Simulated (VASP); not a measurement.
# Ge (Fd-3m) in VASP: further runs, part 2 of 2

VASP 6.6.1.

## Step 3: Single point, LDA (volume scaled by 0.88)

File INCAR:

```
PREC = Accurate
ENCUT = 520
EDIFF = 1E-6
ISMEAR = -1
SIGMA = 0.05
LREAL = False
LASPH = True
NELM = 100
ALGO = Normal
ISIF = 2
LWAVE = False
LCHARG = False
NBANDS = 21
```

File KPOINTS:

```
regular mesh
0
Gamma
  9 9 9
```

File POSCAR:

```
Ge
1.0
    0.0000000000      2.6973540070      2.6973540070
    2.6973540070      0.0000000000      2.6973540070
    2.6973540070      2.6973540070      0.0000000000
Ge
2
Direct
    0.5000000000      0.5000000000      0.5000000000
    0.7500000000      0.7500000000      0.7500000000
```

Potentials or basis: VASP PAW LDA potentials, release 64 (Ge_d).

Run with:

```console
$ cat potpaw_LDA.64/Ge_d/POTCAR > POTCAR
$ mpirun -np 1 vasp_std > vasp.out
```

OUTCAR:

```text
PREC = Accurate
   ENCUT = 520
   EDIFF = 1E-6
   ISMEAR = -1
   LREAL = False
   LASPH = True
   NELM = 100
   ISIF = 2

 ion  position               nearest neighbor table
   1  0.500  0.500  0.500-   2 2.34   2 2.34   2 2.34   2 2.34
   2  0.750  0.750  0.750-   1 2.34   1 2.34   1 2.34   1 2.34

  LATTYP: Found a face centered cubic cell.
 ALAT       =     5.3947080140

  Lattice vectors:

 A1 = (   0.0000000000,   2.6973540070,   2.6973540070)
 A2 = (   2.6973540070,   0.0000000000,   2.6973540070)
 A3 = (   2.6973540070,   2.6973540070,   0.0000000000)

Analysis of symmetry for initial positions (statically):
=====================================================================
 Subroutine PRICEL returns:
 Original cell was already a primitive cell.

 Routine SETGRP: Setting up the symmetry group for a
 face centered cubic supercell.

 Subroutine GETGRP returns: Found 48 space group operations
 (whereof 24 operations were pure point group operations)
 out of a pool of 48 trial point group operations.

The static configuration has the point symmetry T_d .
 The point group associated with its full space group is O_h .

Analysis of symmetry for dynamics (positions and initial velocities):
=====================================================================
 Subroutine PRICEL returns:
 Original cell was already a primitive cell.

 Routine SETGRP: Setting up the symmetry group for a
 face centered cubic supercell.

 Subroutine GETGRP returns: Found 48 space group operations
 (whereof 24 operations were pure point group operations)
 out of a pool of 48 trial point group operations.

The dynamic configuration has the point symmetry T_d .
 The point group associated with its full space group is O_h .

 Subroutine INISYM returns: Found 48 space group operations
 (whereof 24 operations are pure point group operations),
 and found     1 'primitive' translations

[... 101 lines left out ...]
   ISYM   =      2    0-nonsym 1-usesym 2-fastsym
   POTIM  = 0.5000    time-step for ionic-motion
   TEBEG  =    0.0;   TEEND  =   0.0 temperature during run
   PSTRESS=    0.0 pullay stress
   NELECT =      28.0000    total number of electrons
   NUPDOWN=      -1.0000    fix difference up-down
   EMIN   =  10.00;   EMAX   =-10.00  energy-range for DOS
   EFERMI =   0.00;   METHOD = LEGACY
   ISMEAR =    -1;   SIGMA  =   0.05  broadening in eV -4-tet -1-fermi 0-gaus
   EFERMI_NEDOS =   21; number of points for ismear=-14 and -15
   IALGO  =     38    algorithm
   IMIX   =      4    mixing-type and parameters
     AMIX     =   0.40;   BMIX     =  1.00
     AMIX_MAG =   1.60;   BMIX_MAG =  1.00
  volume/ion in A,a.u.               =      19.63       132.44
  Fermi-wavevector in a.u.,A,eV,Ry     =   1.462782  2.764257 29.112804  2.139731
  Thomas-Fermi vector in A             =   2.578954
   LORBIT       =      0    0 simple, 1 ext, 2 COOP (PROOUT), +10 PAW based schemes
   GGA     = CA    functional components
   LHFCALC =     F    Hartree Fock is set to
   AEXX    =    0.0000 exact exchange contribution
   IVDW    =     0    specifies the selected vdW correction
   LEPSILON=     F    determine dielectric tensor
   LRPA    =     F    only Hartree local field effects (RPA)
 non-spin polarized calculation
  energy-cutoff  :      520.00
  volume of cell :       39.25
 maximum number of plane-waves:      1070
   NGX = 15   NGY = 15   NGZ = 15

 number of electron      27.9999973 magnetization

 Free energy of the ion-electron system (eV)
  ---------------------------------------------------
  ext. energy  EPLUGINS =         0.00000000
  ---------------------------------------------------
  free energy    TOTEN  =       -10.20824705 eV

  energy without entropy =      -10.20797733  energy(sigma->0) =      -10.20811219

 E-fermi :   6.3553     XC(G=0): -10.9804

 val. band max:        6.2320575619   @ k =   0.0000   0.0000   0.0000
 cond. band min:       6.5227781269   @ k =   0.4444   0.4444   0.0000
 fundamental gap:      0.2907205650
 Fermi energy:         6.3553297091

 k-point     1 :       0.0000    0.0000    0.0000
  band No.  band energies     occupation
      1     -18.9728      2.00000
      2     -18.9728      2.00000
      3     -18.9728      2.00000
      4     -18.9237      2.00000
      5     -18.9237      2.00000
      6     -18.6217      2.00000
[... 565 lines left out ...]
     20      19.8264      0.00000
     21      19.8566      0.00000

 [... further k-points ...]
[... 5 lines left out ...]
  --------------------------------------------------------------------------------------
  -------------------------------------------------------------------------------------
  Total        2.9995003      2.9995003      2.9995003     -0.0000000      0.0000000     -0.0000000
  in kB      122.4378371    122.4378371    122.4378371     -0.0000000      0.0000000     -0.0000000
  external PRESSURE =     122.4378371 kB  Pullay stress =       0.0000000 kB

 VOLUME and BASIS-vectors are now :
 -----------------------------------------------------------------------------
  energy-cutoff  :      520.00
  volume of cell :       39.25
      direct lattice vectors                 reciprocal lattice vectors
     0.000000000  2.697354007  2.697354007    -0.185366844  0.185366844  0.185366844
     2.697354007  0.000000000  2.697354007     0.185366844 -0.185366844  0.185366844
     2.697354007  2.697354007  0.000000000     0.185366844  0.185366844 -0.185366844

 POSITION                                       TOTAL-FORCE (eV/Angst)
 -----------------------------------------------------------------------------------
      2.69735      2.69735      2.69735        -0.000000     -0.000000      0.000000
      4.04603      4.04603      4.04603         0.000000      0.000000     -0.000000
 -----------------------------------------------------------------------------------
    total drift:                                0.000000      0.000000      0.000000

  FREE ENERGIE OF THE ION-ELECTRON SYSTEM (eV)
  ---------------------------------------------------
  free  energy   TOTEN  =       -10.2082470507 eV

  energy  without entropy=      -10.2079773267  energy(sigma->0) =      -10.20811219
```

Run time: 9.8 s. Hardware: 1 thread of Intel Xeon 6975P-C (Granite Rapids), shared host; peak memory 0.15 GiB.

What came out:

- Free energy: -10.2082 eV
- Pressure: 12.2 GPa
- Band gap on the k mesh: 0.29 eV, indirect (least direct gap 1.22 eV)

Levels at points of the mesh, in eV from the valence-band top:
| k point | band 10 | band 11 | band 12 | band 13 | band 14 | band 15 | band 16 | band 17 | band 18 | band 19 |
| --- | --- | --- | --- | --- | --- | --- | --- | --- | --- | --- |
| (0.00, 0.00, 0.00) | -24.82 | -13.98 | 0.00 | 0.00 | 0.00 | 1.22 | 2.57 | 2.57 | 2.57 | 6.57 |

Caveat: the cell differs from its parent crystal (volume scaled by 0.88). A k mesh can miss the band edges.

## Step 4: Single point, LDA (volume scaled by 0.92)

File INCAR:

```
  PREC = Accurate
  ENCUT = 520
  EDIFF = 1E-6
  ISMEAR = -1
  SIGMA = 0.05
  LREAL = False
  LASPH = True
  NELM = 80
  ALGO = Normal
  ISIF = 2
  LWAVE = False
  LCHARG = True
  LELF = True
  LVHAR = True
  NBANDS = 21
```

File KPOINTS:

```
Automatic mesh
0
Gamma
  9 9 9
```

File POSCAR:

```
Ge
1.0
    0.0000000000      2.7376189583      2.7376189583
    2.7376189583      0.0000000000      2.7376189583
    2.7376189583      2.7376189583      0.0000000000
Ge
2
Direct
    0.5000000000      0.5000000000      0.5000000000
    0.7500000000      0.7500000000      0.7500000000
```

Potentials or basis: VASP PAW LDA potentials, release 64 (Ge_d).

Run with:

```console
$ cat potpaw_LDA.64/Ge_d/POTCAR > POTCAR
$ mpirun -np 1 vasp_std > vasp.out
```

OUTCAR:

```text
PREC = Accurate
   ENCUT = 520
   EDIFF = 1E-6
   ISMEAR = -1
   LREAL = False
   LASPH = True
   NELM = 80
   ISIF = 2

 ion  position               nearest neighbor table
   1  0.500  0.500  0.500-   2 2.37   2 2.37   2 2.37   2 2.37
   2  0.750  0.750  0.750-   1 2.37   1 2.37   1 2.37   1 2.37

  LATTYP: Found a face centered cubic cell.
 ALAT       =     5.4752379166

  Lattice vectors:

 A1 = (   0.0000000000,   2.7376189583,   2.7376189583)
 A2 = (   2.7376189583,   0.0000000000,   2.7376189583)
 A3 = (   2.7376189583,   2.7376189583,   0.0000000000)

Analysis of symmetry for initial positions (statically):
=====================================================================
 Subroutine PRICEL returns:
 Original cell was already a primitive cell.

 Routine SETGRP: Setting up the symmetry group for a
 face centered cubic supercell.

 Subroutine GETGRP returns: Found 48 space group operations
 (whereof 24 operations were pure point group operations)
 out of a pool of 48 trial point group operations.

The static configuration has the point symmetry T_d .
 The point group associated with its full space group is O_h .

Analysis of symmetry for dynamics (positions and initial velocities):
=====================================================================
 Subroutine PRICEL returns:
 Original cell was already a primitive cell.

 Routine SETGRP: Setting up the symmetry group for a
 face centered cubic supercell.

 Subroutine GETGRP returns: Found 48 space group operations
 (whereof 24 operations were pure point group operations)
 out of a pool of 48 trial point group operations.

The dynamic configuration has the point symmetry T_d .
 The point group associated with its full space group is O_h .

 Subroutine INISYM returns: Found 48 space group operations
 (whereof 24 operations are pure point group operations),
 and found     1 'primitive' translations

[... 104 lines left out ...]
   PSTRESS=    0.0 pullay stress
   NELECT =      28.0000    total number of electrons
   NUPDOWN=      -1.0000    fix difference up-down
   EMIN   =  10.00;   EMAX   =-10.00  energy-range for DOS
   EFERMI =   0.00;   METHOD = LEGACY
   ISMEAR =    -1;   SIGMA  =   0.05  broadening in eV -4-tet -1-fermi 0-gaus
   EFERMI_NEDOS =   21; number of points for ismear=-14 and -15
   IALGO  =     38    algorithm
   IMIX   =      4    mixing-type and parameters
     AMIX     =   0.40;   BMIX     =  1.00
     AMIX_MAG =   1.60;   BMIX_MAG =  1.00
  volume/ion in A,a.u.               =      20.52       138.46
  Fermi-wavevector in a.u.,A,eV,Ry     =   1.441267  2.723600 28.262718  2.077251
  Thomas-Fermi vector in A             =   2.559919
   LORBIT       =      0    0 simple, 1 ext, 2 COOP (PROOUT), +10 PAW based schemes
   GGA     = CA    functional components
   LHFCALC =     F    Hartree Fock is set to
   AEXX    =    0.0000 exact exchange contribution
   IVDW    =     0    specifies the selected vdW correction
   LEPSILON=     F    determine dielectric tensor
   LRPA    =     F    only Hartree local field effects (RPA)
 non-spin polarized calculation
  energy-cutoff  :      520.00
  volume of cell :       41.03
 maximum number of plane-waves:      1125
 NGX is ok and might be reduce to    30
   NGX = 15   NGY = 15   NGZ = 15

 number of electron      27.9999970 magnetization

 Free energy of the ion-electron system (eV)
  ---------------------------------------------------
  ext. energy  EPLUGINS =         0.00000000
  ---------------------------------------------------
  free energy    TOTEN  =       -10.31485324 eV

  energy without entropy =      -10.31466151  energy(sigma->0) =      -10.31475737

 E-fermi :   5.8891     XC(G=0): -10.7607

 val. band max:        5.7373954020   @ k =   0.0000   0.0000   0.0000
 cond. band min:       6.1037237642   @ k =   0.4444   0.4444   0.0000
 fundamental gap:      0.3663283623
 Fermi energy:         5.8890566390

 k-point     1 :       0.0000    0.0000    0.0000
  band No.  band energies     occupation
      1     -19.3704      2.00000
      2     -19.3704      2.00000
      3     -19.3704      2.00000
      4     -19.3255      2.00000
      5     -19.3255      2.00000
      6     -19.0551      2.00000
[... 565 lines left out ...]
     20      18.8910      0.00000
     21      19.1215      0.00000

 [... further k-points ...]
[... 5 lines left out ...]
  --------------------------------------------------------------------------------------
  -------------------------------------------------------------------------------------
  Total        1.8447715      1.8447715      1.8447715     -0.0000000      0.0000000      0.0000000
  in kB       72.0284676     72.0284676     72.0284676     -0.0000000      0.0000000      0.0000000
  external PRESSURE =      72.0284676 kB  Pullay stress =       0.0000000 kB

 VOLUME and BASIS-vectors are now :
 -----------------------------------------------------------------------------
  energy-cutoff  :      520.00
  volume of cell :       41.03
      direct lattice vectors                 reciprocal lattice vectors
     0.000000000  2.737618958  2.737618958    -0.182640465  0.182640465  0.182640465
     2.737618958  0.000000000  2.737618958     0.182640465 -0.182640465  0.182640465
     2.737618958  2.737618958  0.000000000     0.182640465  0.182640465 -0.182640465

 POSITION                                       TOTAL-FORCE (eV/Angst)
 -----------------------------------------------------------------------------------
      2.73762      2.73762      2.73762         0.000000      0.000000      0.000000
      4.10643      4.10643      4.10643        -0.000000     -0.000000     -0.000000
 -----------------------------------------------------------------------------------
    total drift:                                0.000000     -0.000000     -0.000000

  FREE ENERGIE OF THE ION-ELECTRON SYSTEM (eV)
  ---------------------------------------------------
  free  energy   TOTEN  =       -10.3148532381 eV

  energy  without entropy=      -10.3146615085  energy(sigma->0) =      -10.31475737
```

Wall time 15 s (1 thread of Intel Xeon 6975P-C (Granite Rapids), shared host); peak memory 0.16 GiB.

Results:

```yaml
Free_energy: -10.3149 eV
Pressure: 7.2 GPa
Band_gap_on_the_k_mesh: 0.37 eV, indirect (least direct gap 0.78 eV)
```

Levels at points of the mesh, in eV from the valence-band top:
```tsv
k point	band 10	band 11	band 12	band 13	band 14	band 15	band 16	band 17	band 18	band 19
(0.00, 0.00, 0.00)	-24.77	-13.59	0.00	0.00	0.00	0.78	2.56	2.56	2.56	6.45
```

Caveat: the cell differs from its parent crystal (volume scaled by 0.92). A k mesh can miss the band edges.

## Step 5: Relaxation of cell and atoms, LDA

This run uses another cell than the first one, of 22.63 Å³/atom, 1.015 times its volume.

File INCAR:

```
SYSTEM = Ge
PREC = Accurate
ENCUT = 600
EDIFF = 1E-6
ISMEAR = -1
SIGMA = 0.05
LREAL = .False.
LASPH = .True.
NELM = 80
ALGO = Normal
ISIF = 3
LWAVE = .False.
LCHARG = .False.
IBRION = 2
NSW = 80
EDIFFG = -0.01
```

File KPOINTS:

```
Automatic mesh
0
Gamma
  5 5 5
  0 0 0
```

File POSCAR:

```
Ge
1.0
    0.0000000000      2.8286800000      2.8286800000
    2.8286800000      0.0000000000      2.8286800000
    2.8286800000      2.8286800000      0.0000000000
Ge
2
Direct
    0.5000000000      0.5000000000      0.5000000000
    0.7500000000      0.7500000000      0.7500000000
```

Run with:

```console
$ cat potpaw_LDA.64/Ge_d/POTCAR > POTCAR
$ mpirun -np 1 vasp_std > vasp.out
```

Run time: 5.7 s. Hardware: 1 thread of Intel Xeon 6975P-C (Granite Rapids), shared host; peak memory 0.16 GiB.

The run converged. Its results:

```yaml
Free_energy: -10.2851 eV
Relaxed_volume: 22.28 Å³/atom
Relaxed_cell: a = 3.979 Å, b = 3.979 Å, c = 3.979 Å, α = 60.00°, β = 60.00°, γ = 60.00°
Space_group_after_relaxing_to_0.05_Å: Fd-3m (No. 227)
Energy_gained_by_relaxing: 0.7 meV/atom
Ionic_steps: 2
Pressure_after_relaxing: 0.0 GPa
```

Step by step:
```tsv
step	energy change (eV)	largest force (eV/Å)	pressure (GPa)	volume (Å³)
1	0.0000	0.0000	-0.77	45.27
2	-0.0015	0.0000	0.02	44.56
```

Final structure:
```
Ge
1.0
     0.00000    2.81390    2.81390
     2.81390    0.00000    2.81390
     2.81390    2.81390    0.00000
Ge
2
Direct
  0.50000 0.50000 0.50000
  0.75000 0.75000 0.75000
```

Levels at points of the mesh, in eV from the Fermi level:
```csv
k point,band 10,band 11,band 12,band 13,band 14,band 15,band 16,band 17,band 18
"(0.00, 0.00, 0.00)",-24.72,-12.96,-0.04,-0.04,-0.04,-0.03,2.49,2.49,2.49
```

Caveat: the k points lie up to 0.39 Å⁻¹ apart in the final cell. LDA usually gives volumes a few per cent too small.

## Step 6: Single point, LDA (volume scaled by 0.96)

File INCAR:

```
  PREC = Accurate
  ENCUT = 520
  EDIFF = 1E-6
  ISMEAR = -1
  SIGMA = 0.05
  LREAL = False
  LASPH = True
  NELM = 80
  ALGO = Normal
  ISIF = 2
  LWAVE = False
  LCHARG = False
  NBANDS = 21
```

File KPOINTS:

```
Automatic mesh
0
Gamma
  9 9 9
```

File POSCAR:

```
Ge
1.0
    0.0000000000      2.7767330851      2.7767330851
    2.7767330851      0.0000000000      2.7767330851
    2.7767330851      2.7767330851      0.0000000000
Ge
2
Direct
    0.5000000000      0.5000000000      0.5000000000
    0.7500000000      0.7500000000      0.7500000000
```

Potentials or basis: VASP PAW LDA potentials, release 64 (Ge_d).

Run with:

```console
$ cat potpaw_LDA.64/Ge_d/POTCAR > POTCAR
$ mpirun -np 1 vasp_std > vasp.out
```

Run time: 12 s. Hardware: 1 thread of Intel Xeon 6975P-C (Granite Rapids), shared host; peak memory 0.15 GiB.

The run converged. Its results:

```yaml
Free_energy: -10.3706 eV
Pressure: 3.1 GPa
Band_gap_on_the_k_mesh: 0.27 eV, indirect (least direct gap 0.37 eV)
```

Levels at points of the mesh, in eV from the valence-band top:
```csv
k point,band 11,band 12,band 13,band 14,band 15,band 16,band 17,band 18
"(0.00, 0.00, 0.00)",-13.24,0.00,0.00,0.00,0.37,2.55,2.55,2.55
```

Caveat: the cell differs from its parent crystal (volume scaled by 0.96). A k mesh can miss the band edges.

## Step 7: Summary

| task | cell | k mesh | cutoff (eV) | gap on the mesh (eV) | pressure (GPa) |
| --- | --- | --- | --- | --- | --- |
| single point | a = 3.981 Å, angles 60.0°, 2 atoms | 5 × 5 × 5 | 520 | none | 0.1 |
| single point | a = 3.815 Å, angles 60.0°, 2 atoms | 9 × 9 × 9 | 520 | 0.29 | 12.2 |
| single point | a = 3.872 Å, angles 60.0°, 2 atoms | 9 × 9 × 9 | 520 | 0.37 | 7.2 |
| relaxation of cell and atoms | relaxed from a = 4.000 Å, angles 60.0°, 2 atoms | 5 × 5 × 5 | 600 | - | 0.0 |
| single point | a = 3.927 Å, angles 60.0°, 2 atoms | 9 × 9 × 9 | 520 | 0.27 | 3.1 |

Alike in all rows: level LDA; potentials or basis VASP PAW LDA potentials, release 64 (Ge_d); no spin polarisation; smearing fermi-dirac 0.05 eV.

Caveats: some runs use coarse meshes.

Absolute energies hang on the potentials; compare differences alone.
